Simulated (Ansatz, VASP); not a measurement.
## One calculation of Ta, two programs

File INCAR:

```
SYSTEM = Ta
PREC = Accurate
ENCUT = 520
EDIFF = 1E-6
ISMEAR = 0
SIGMA = 0.15
LREAL = .FALSE.
LASPH = .TRUE.
NELM = 100
ALGO = Fast
ISIF = 2
LWAVE = .FALSE.
LCHARG = .TRUE.
GGA = PE
LELF = .TRUE.
LVHAR = .TRUE.
NBANDS = 12
```

The input KPOINTS:

```
Automatic mesh
0
G
  20 20 20
  0 0 0
```

POSCAR

```
Ta
1.0
   -1.5837605542      1.5837605542      1.8948111271
    1.5837605542     -1.5837605542      1.8948111271
    1.5837605542      1.5837605542     -1.8948111271
Ta
1
Direct
    0.0000000000      0.0000000000      0.0000000000
```

Input for Ansatz:

```yaml
crystal:
  lattice:
    - [-1.5837605542, 1.5837605542, 1.8948111271]
    - [1.5837605542, -1.5837605542, 1.8948111271]
    - [1.5837605542, 1.5837605542, -1.8948111271]
  atoms:
    - { symbol: Ta, position: [0.0, 0.0, 0.0] }
basis:
  ecutwfc: 420
kpoints:
  mp_grid: { grid: [20, 20, 20] }
hamiltonian:
  xc: pbe
  pseudopotentials: { kind: paw, azcp: { folder: soft_1 } }
scf:
  occupations: { method: gaussian, width: 0.15 }
output:
  forces: true
  stress: true
  eigenvalues: true
```

Alike in both runs: task single point; functional PBE; k mesh 20 × 20 × 20; occupations gaussian, width 0.15 eV; no spin polarisation.

|  | VASP | Ansatz |
| --- | --- | --- |
| version | VASP 6.6.1 | Ansatz 0.2.0 |
| potentials or method | VASP PAW PBE potentials, release 64 (Ta_pv), cutoff 520 eV | scalar-relativistic, plane waves, PAW |
| valence electrons in the cell | 11 | 13 |

|  | VASP | Ansatz | Ansatz less VASP |
| --- | --- | --- | --- |
| gap on the k mesh at the Fermi level (eV) | none | none | - |
| pressure (GPa) | -4.7 | -4.7 | -0.01 |
| traceless stress, the component that is largest in VASP (GPa) | -8.42 | -8.41 | +0.013 |

A gap of «none» marks a metal or a gap that the smearing closes. VASP's potentials hold 11 valence electrons a cell and Ansatz's 13, so a difference there can come from the potentials and not from the codes.

Spin-orbit coupling is off throughout.
